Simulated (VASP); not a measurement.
# BeTeSe3 (Pm-3m) in VASP: notebook

The runs below take BeTeSe3 through single point, relaxation of cell and atoms, with PBEsol.

Program: VASP 6.6.1. These are calculated values, not measurements. Logs are shortened: lines on timing, memory, paths and dates and some standing lists are left out, and cuts for length are marked.

## 1. The cell of the first run

Symmetry: Pm-3m, No. 221, cubic system. Conventional cell: a = 5.263 Å, b = 5.263 Å, c = 5.263 Å, α = 90.00°, β = 90.00°, γ = 90.00°. Be (site symmetry m-3m) has 12 Se at 3.72 Å and 8 Te at 4.56 Å within 4.9 Å. Within 3.5 Å of Te (site symmetry m-3m) lie 6 Se at 2.63 Å. Within 3.5 Å of Se (site symmetry 4/mmm) lie 2 Te at 2.63 Å.

## 2. Single point, PBEsol

INCAR reads:

```
SYSTEM = BeTeSe3
  PREC = Accurate
  ENCUT = 520
  EDIFF = 1E-6
  ISMEAR = -1
  SIGMA = 0.03
  LREAL = .FALSE.
  LASPH = .TRUE.
  NELM = 60
  ALGO = Normal
  ISIF = 2
  LWAVE = .FALSE.
  LCHARG = .FALSE.
  GGA = PS
  NBANDS = 21
```

KPOINTS reads:

```
Automatic mesh
0
G
  4 4 4
  0 0 0
```

POSCAR reads:

```
BeTeSe3
1.0
    5.2629332759      0.0000000000      0.0000000000
    0.0000000000      5.2629332759      0.0000000000
    0.0000000000      0.0000000000      5.2629332759
Be Te Se
1 1 3
Direct
    0.0000000000      0.0000000000      0.0000000000
    0.5000000000      0.5000000000      0.5000000000
    0.0000000000      0.5000000000      0.5000000000
    0.5000000000      0.0000000000      0.5000000000
    0.5000000000      0.5000000000      0.0000000000
```

Potentials or basis: VASP PAW PBE potentials, release 64 (Be, Te, Se).

Run with:

```
$ cat potpaw_PBE.64/Be/POTCAR potpaw_PBE.64/Te/POTCAR potpaw_PBE.64/Se/POTCAR > POTCAR
$ mpirun -np 1 vasp_std > vasp.out
```

OUTCAR:

```text
SYSTEM = BeTeSe3
   PREC = Accurate
   ENCUT = 520
   EDIFF = 1E-6
   ISMEAR = -1
   LREAL = .FALSE.
   LASPH = .TRUE.
   NELM = 60
   ISIF = 2
   GGA = PS

 ion  position               nearest neighbor table
   1  0.000  0.000  0.000-
   2  0.500  0.500  0.500-   3 2.63   4 2.63   5 2.63   5 2.63   4 2.63   3 2.63
   3  0.000  0.500  0.500-   2 2.63   2 2.63
   4  0.500  0.000  0.500-   2 2.63   2 2.63
   5  0.500  0.500  0.000-   2 2.63   2 2.63

  LATTYP: Found a simple cubic cell.
 ALAT       =     5.2629332759

  Lattice vectors:

 A1 = (   5.2629332759,   0.0000000000,   0.0000000000)
 A2 = (   0.0000000000,   5.2629332759,   0.0000000000)
 A3 = (   0.0000000000,   0.0000000000,   5.2629332759)

Analysis of symmetry for initial positions (statically):
=====================================================================
 Subroutine PRICEL returns:
 Original cell was already a primitive cell.

 Routine SETGRP: Setting up the symmetry group for a
 simple cubic supercell.

 Subroutine GETGRP returns: Found 48 space group operations
 (whereof 48 operations were pure point group operations)
 out of a pool of 48 trial point group operations.

The static configuration has the point symmetry O_h .

Analysis of symmetry for dynamics (positions and initial velocities):
=====================================================================
 Subroutine PRICEL returns:
 Original cell was already a primitive cell.

 Routine SETGRP: Setting up the symmetry group for a
 simple cubic supercell.

 Subroutine GETGRP returns: Found 48 space group operations
 (whereof 48 operations were pure point group operations)
 out of a pool of 48 trial point group operations.

The dynamic configuration has the point symmetry O_h .

 Subroutine INISYM returns: Found 48 space group operations
 (whereof 48 operations are pure point group operations),
 and found     1 'primitive' translations

----------------------------------------------------------------------------------------

                                     Primitive cell

  volume of cell :     145.7752

  direct lattice vectors                    reciprocal lattice vectors
     5.262933276  0.000000000  0.000000000     0.190008109  0.000000000  0.000000000
     0.000000000  5.262933276  0.000000000     0.000000000  0.190008109  0.000000000
     0.000000000  0.000000000  5.262933276     0.000000000  0.000000000  0.190008109

  length of vectors
     5.262933276  5.262933276  5.262933276     0.190008109  0.190008109  0.190008109

  position of ions in fractional coordinates (direct lattice)
     0.000000000  0.000000000  0.000000000
     0.500000000  0.500000000  0.500000000
     0.000000000  0.500000000  0.500000000
     0.500000000  0.000000000  0.500000000
     0.500000000  0.500000000  0.000000000

  ion indices of the primitive-cell ions
   primitive index   ion index
                 1           1
                 2           2
                 3           3
                 4           4
                 5           5

----------------------------------------------------------------------------------------

 KPOINTS: Automatic mesh

Automatic generation of k-mesh.
 Grid dimensions read from file:
 generate k-points for:    4    4    4

 Generating k-lattice:

  Cartesian coordinates                     Fractional coordinates (reciprocal lattice)
     0.047502027  0.000000000  0.000000000     0.250000000  0.000000000  0.000000000
     0.000000000  0.047502027  0.000000000     0.000000000  0.250000000  0.000000000
     0.000000000  0.000000000  0.047502027     0.000000000  0.000000000  0.250000000

  Length of vectors
     0.047502027  0.047502027  0.047502027

  Shift w.r.t. Gamma in fractional coordinates (k-lattice)
     0.000000000  0.000000000  0.000000000

 Subroutine IBZKPT returns following result:
 ===========================================

 Found     10 irreducible k-points:

 Following reciprocal coordinates:
            Coordinates               Weight
  0.000000  0.000000  0.000000      1.000000
  0.250000  0.000000  0.000000      6.000000
  0.500000  0.000000  0.000000      3.000000
  0.250000  0.250000  0.000000     12.000000
  0.500000  0.250000  0.000000     12.000000
  0.500000  0.500000  0.000000      3.000000
  0.250000  0.250000  0.250000      8.000000
  0.500000  0.250000  0.250000     12.000000
  0.500000  0.500000  0.250000      6.000000
  0.500000  0.500000  0.500000      1.000000
   k-points           NKPTS =     10   k-points in BZ     NKDIM =     10   number of bands    NBANDS=     21
   number of dos      NEDOS =    301   number of ions     NIONS =      5
   total plane-waves  NPLWV =  64000
   dimension x,y,z NGX =    40 NGY =   40 NGZ =   40
   dimension x,y,z NGXF=    80 NGYF=   80 NGZF=   80
   ions per type =               1   1   3
   NGX,Y,Z   is equivalent  to a cutoff of  12.64, 12.64, 12.64 a.u.
   NGXF,Y,Z  is equivalent  to a cutoff of  25.27, 25.27, 25.27 a.u.
 SYSTEM =  BeTeSe3
   PREC   = accura    normal or accurate (medium, high low for compatibility)
   ISTART =      0    job   : 0-new  1-cont  2-samecut
   ICHARG =      2    charge: 1-file 2-atom 10-const
   ISPIN  =      1    spin polarized calculation?
   LNONCOLLINEAR =      F non collinear calculations
   LSORBIT =      F    spin-orbit coupling
   LASPH  =      T    aspherical Exc in radial PAW
   ENCUT  =  520.0 eV  38.22 Ry    6.18 a.u.   9.79  9.79  9.79*2*pi/ulx,y,z
   NELM   =     60;   NELMIN=  2; NELMDL= -5     # of ELM steps
   EDIFF  = 0.1E-05   stopping-criterion for ELM
   LREAL  =      F    real-space projection
   EDIFFG = 0.1E-04   stopping-criterion for IOM
   NSW    =      0    number of steps for IOM
   IBRION =     -1    ionic relax: 0-MD 1-quasi-New 2-CG
   NFREE  =      0    steps in history (QN), initial steepest desc. (CG)
   ISIF   =      2    stress and relaxation
   ISYM   =      2    0-nonsym 1-usesym 2-fastsym
   POTIM  = 0.5000    time-step for ionic-motion
   TEBEG  =    0.0;   TEEND  =   0.0 temperature during run
   PSTRESS=    0.0 pullay stress
   NELECT =      26.0000    total number of electrons
   NUPDOWN=      -1.0000    fix difference up-down
   EMIN   =  10.00;   EMAX   =-10.00  energy-range for DOS
   EFERMI =   0.00;   METHOD = LEGACY
   ISMEAR =    -1;   SIGMA  =   0.03  broadening in eV -4-tet -1-fermi 0-gaus
   EFERMI_NEDOS =   21; number of points for ismear=-14 and -15
   IALGO  =     38    algorithm
   IMIX   =      4    mixing-type and parameters
     AMIX     =   0.40;   BMIX     =  1.00
     AMIX_MAG =   1.60;   BMIX_MAG =  1.00
  volume/ion in A,a.u.               =      29.16       196.75
  Fermi-wavevector in a.u.,A,eV,Ry     =   0.921520  1.741420 11.554055  0.849199
  Thomas-Fermi vector in A             =   2.046945
   LORBIT       =      0    0 simple, 1 ext, 2 COOP (PROOUT), +10 PAW based schemes
   GGA     = PS    functional components
   LHFCALC =     F    Hartree Fock is set to
   AEXX    =    0.0000 exact exchange contribution
   IVDW    =     0    specifies the selected vdW correction
   LEPSILON=     F    determine dielectric tensor
   LRPA    =     F    only Hartree local field effects (RPA)
 non-spin polarized calculation
  energy-cutoff  :      520.00
  volume of cell :      145.78
 maximum number of plane-waves:      3952
 NGX is ok and might be reduce to    40
   NGX = 19   NGY = 19   NGZ = 19

 number of electron      25.9999993 magnetization

 Free energy of the ion-electron system (eV)
  ---------------------------------------------------
  ext. energy  EPLUGINS =         0.00000000
  ---------------------------------------------------
  free energy    TOTEN  =       -13.90649386 eV

  energy without entropy =      -13.89220110  energy(sigma->0) =      -13.89934748

 E-fermi :   2.0833     XC(G=0):  -8.6093

 val. band max:        2.0735435198   @ k =   0.5000   0.2500   0.0000
 cond. band min:       2.1411898007   @ k =   0.5000   0.2500   0.2500
 fundamental gap:      0.0676462809
 Fermi energy:         2.0833427790

 k-point     1 :       0.0000    0.0000    0.0000
  band No.  band energies     occupation
      1     -12.7141      2.00000
      2      -9.5737      2.00000
      3      -9.5737      2.00000
      4      -6.0184      2.00000
      5      -4.0114      2.00000
      6      -4.0114      2.00000
[... 13 lines left out ...]
     20       7.0947      0.00000
     21       8.0057      0.00000

 k-point     2 :       0.2500    0.0000    0.0000
  band No.  band energies     occupation
      1     -12.5362      2.00000
      2      -9.9325      2.00000
      3      -9.5672      2.00000
      4      -6.7245      2.00000
      5      -3.9343      2.00000
      6      -3.9343      2.00000
[... 13 lines left out ...]
     20       8.0801      0.00000
     21       8.0801      0.00000

 k-point     3 :       0.5000    0.0000    0.0000
  band No.  band energies     occupation
      1     -12.3006      2.00000
      2     -10.3618      2.00000
      3      -9.5608      2.00000
      4      -7.0338      2.00000
      5      -3.8511      2.00000
      6      -3.8511      2.00000
[... 13 lines left out ...]
     20       8.4055      0.00000
     21       8.4055      0.00000

 k-point     4 :       0.2500    0.2500    0.0000
  band No.  band energies     occupation
      1     -12.3440      2.00000
      2      -9.9984      2.00000
      3      -9.8013      2.00000
      4      -7.3867      2.00000
      5      -3.8580      2.00000
      6      -2.5436      2.00000
[... 13 lines left out ...]
     20       7.8604      0.00000
     21       8.4314      0.00000

 k-point     5 :       0.5000    0.2500    0.0000
  band No.  band energies     occupation
      1     -12.0801      2.00000
      2     -10.3483      2.00000
      3      -9.8624      2.00000
      4      -7.7163      2.00000
      5      -3.7757      2.00000
      6      -2.1721      2.00000
[... 13 lines left out ...]
     20       7.9112      0.00000
     21       9.0165      0.00000

 k-point     6 :       0.5000    0.5000    0.0000
  band No.  band energies     occupation
      1     -11.7506      2.00000
      2     -10.3348      2.00000
      3     -10.3348      2.00000
      4      -8.0640      2.00000
      5      -3.6945      2.00000
      6      -1.2969      2.00000
[... 13 lines left out ...]
     20       8.0512      0.00000
     21      10.4937      0.00000

 k-point     7 :       0.2500    0.2500    0.2500
  band No.  band energies     occupation
      1     -12.1350      2.00000
      2      -9.9879      2.00000
      3      -9.9879      2.00000
      4      -8.1247      2.00000
      5      -2.4559      2.00000
      6      -2.4559      2.00000
[... 13 lines left out ...]
     20       6.5289      0.00000
     21       8.6708      0.00000

 k-point     8 :       0.5000    0.2500    0.2500
  band No.  band energies     occupation
      1     -11.8351      2.00000
      2     -10.3353      2.00000
      3      -9.9774      2.00000
      4      -8.5485      2.00000
      5      -2.3507      2.00000
      6      -1.8785      2.00000
[... 13 lines left out ...]
     20       6.2442      0.00000
     21       9.3643      0.00000

 k-point     9 :       0.5000    0.5000    0.2500
  band No.  band energies     occupation
      1     -11.4396      2.00000
      2     -10.3221      2.00000
      3     -10.3221      2.00000
      4      -9.0716      2.00000
      5      -2.0473      2.00000
      6      -1.1285      2.00000
[... 13 lines left out ...]
     20       5.8589      0.00000
     21      10.2392      0.00000

 k-point    10 :       0.5000    0.5000    0.5000
  band No.  band energies     occupation
      1     -10.6827      2.00000
      2     -10.3092      2.00000
      3     -10.3092      2.00000
      4     -10.3092      2.00000
      5      -0.9038      2.00000
      6      -0.9038      2.00000
[... 13 lines left out ...]
     20       6.1503      0.00000
     21       9.5712      0.00000

------------------------ aborting loop because EDIFF is reached ----------------------------------------

  FORCE on cell =-STRESS in cart. coord.  units (eV):
  Direction    XX          YY          ZZ          XY          YZ          ZX
  --------------------------------------------------------------------------------------
  -------------------------------------------------------------------------------------
  Total        0.0879045      0.0879045      0.0879045      0.0000000      0.0000000      0.0000000
  in kB        0.9661352      0.9661352      0.9661352      0.0000000      0.0000000      0.0000000
  external PRESSURE =       0.9661352 kB  Pullay stress =       0.0000000 kB

 VOLUME and BASIS-vectors are now :
 -----------------------------------------------------------------------------
  energy-cutoff  :      520.00
  volume of cell :      145.78
      direct lattice vectors                 reciprocal lattice vectors
     5.262933276  0.000000000  0.000000000     0.190008109  0.000000000  0.000000000
     0.000000000  5.262933276  0.000000000     0.000000000  0.190008109  0.000000000
     0.000000000  0.000000000  5.262933276     0.000000000  0.000000000  0.190008109

 POSITION                                       TOTAL-FORCE (eV/Angst)
 -----------------------------------------------------------------------------------
      0.00000      0.00000      0.00000         0.000000      0.000000      0.000000
      2.63147      2.63147      2.63147         0.000000      0.000000      0.000000
      0.00000      2.63147      2.63147         0.000000      0.000000      0.000000
      2.63147      0.00000      2.63147         0.000000      0.000000      0.000000
      2.63147      2.63147      0.00000         0.000000      0.000000      0.000000
 -----------------------------------------------------------------------------------
    total drift:                                0.000000     -0.000000     -0.000000

  FREE ENERGIE OF THE ION-ELECTRON SYSTEM (eV)
  ---------------------------------------------------
  free  energy   TOTEN  =       -13.9064938569 eV

  energy  without entropy=      -13.8922011049  energy(sigma->0) =      -13.89934748
```

It took 15 s on 1 thread of Intel Xeon 6975P-C (Granite Rapids), shared host; peak memory 0.25 GiB.

What came out:

```yaml
Free_energy: -13.9065 eV
Pressure: 0.1 GPa
Band_gap_on_the_k_mesh: zero (band 13 reaches 2.55 eV, above the bottom of band 14 at 1.45 eV)
```

Levels at points of the mesh, in eV from the Fermi level:
```csv
k point,band 10,band 11,band 12,band 13,band 14,band 15,band 16,band 17
"(0.00, 0.00, 0.00)",-0.86,-0.86,-0.63,-0.63,-0.63,3.99,3.99,3.99
"(0.50, 0.00, 0.00)",-1.00,-0.63,-0.63,-0.60,-0.45,1.97,2.47,3.47
"(0.50, 0.50, 0.00)",-1.34,-1.34,0.21,0.21,0.34,0.51,0.67,2.66
"(0.50, 0.50, 0.50)",-0.99,-0.53,-0.53,-0.53,0.53,0.53,0.53,1.83
```

Caveat: the PAW data sets were made with another functional, which shifts forces and pressure a little; spin-orbit coupling is left out, which moves the levels of the heavy elements.

## 3. Relaxation of cell and atoms, PBEsol

This run uses another cell than the first one, of 26.94 Å³/atom, 0.924 times its volume.

INCAR reads:

```
ALGO = Normal
EDIFF = 1E-6
EDIFFG = -0.01
ENCUT = 600
GGA = PS
IBRION = 2
ISIF = 3
ISMEAR = -1
LASPH = True
LCHARG = False
LREAL = False
LWAVE = False
NELM = 60
NSW = 100
PREC = Accurate
SIGMA = 0.03
```

KPOINTS reads:

```
k-points
0
Gamma
  4 4 4
```

POSCAR, as its differences from that of step 2:

```diff
@@ -2,5 +2,5 @@
 1.0
-    5.2629332759      0.0000000000      0.0000000000
-    0.0000000000      5.2629332759      0.0000000000
-    0.0000000000      0.0000000000      5.2629332759
+    5.1260359100      0.0000000000      0.0000000000
+    0.0000000000      5.1260359100      0.0000000000
+    0.0000000000      0.0000000000      5.1260359100
 Be Te Se
```

Potentials or basis: VASP PAW PBE potentials, release 64 (Be, Te, Se).

Run with:

```
$ cat potpaw_PBE.64/Be/POTCAR potpaw_PBE.64/Te/POTCAR potpaw_PBE.64/Se/POTCAR > POTCAR
$ mpirun -np 1 vasp_std > vasp.out
```

Run time: 44 s. Hardware: 1 thread of Intel Xeon 6975P-C (Granite Rapids), shared host; peak memory 0.28 GiB.

Results (log left out):

- Free energy: -13.9064 eV
- Relaxed volume: 29.20 Å³/atom
- Relaxed cell: a = 5.266 Å, b = 5.266 Å, c = 5.266 Å, α = 90.00°, β = 90.00°, γ = 90.00°
- Space group after relaxing (to 0.05 Å): Pm-3m (No. 221)
- Energy gained by relaxing: 28.6 meV/atom
- Ionic steps: 3
- Pressure after relaxing: 0.0 GPa
- Band gap on the k mesh: zero (band 13 reaches 2.54 eV, above the bottom of band 14 at 1.44 eV)

The path:
```
step  energy change (eV)  largest force (eV/Å)  pressure (GPa)  volume (Å³)
   1              0.0000                0.0000            4.35       134.69
   2             -0.1326                0.0000           -0.97       149.44
   3             -0.1430                0.0000            0.02       146.02
```

Final structure:
```yaml
crystal:
  lattice:
    - [5.26588, 0.00000, 0.00000]
    - [0.00000, 5.26588, 0.00000]
    - [0.00000, 0.00000, 5.26588]
  atoms:
    - { symbol: Be, position: [0.00000, 0.00000, 0.00000] }
    - { symbol: Te, position: [0.50000, 0.50000, 0.50000] }
    - { symbol: Se, position: [0.00000, 0.50000, 0.50000] }
    - { symbol: Se, position: [0.50000, 0.00000, 0.50000] }
    - { symbol: Se, position: [0.50000, 0.50000, 0.00000] }
```

Levels at points of the mesh, in eV from the Fermi level:
```csv
k point,band 10,band 11,band 12,band 13,band 14,band 15,band 16,band 17
"(0.00, 0.00, 0.00)",-0.85,-0.85,-0.63,-0.63,-0.63,3.99,3.99,3.99
"(0.50, 0.00, 0.00)",-0.99,-0.63,-0.63,-0.60,-0.45,1.96,2.46,3.47
"(0.50, 0.50, 0.00)",-1.33,-1.33,0.21,0.21,0.33,0.51,0.66,2.66
"(0.50, 0.50, 0.50)",-0.99,-0.53,-0.53,-0.53,0.53,0.53,0.53,1.82
```

Caveat: the PAW data sets were made with another functional, which shifts forces and pressure a little; spin-orbit coupling is left out, which moves the levels of the heavy elements.
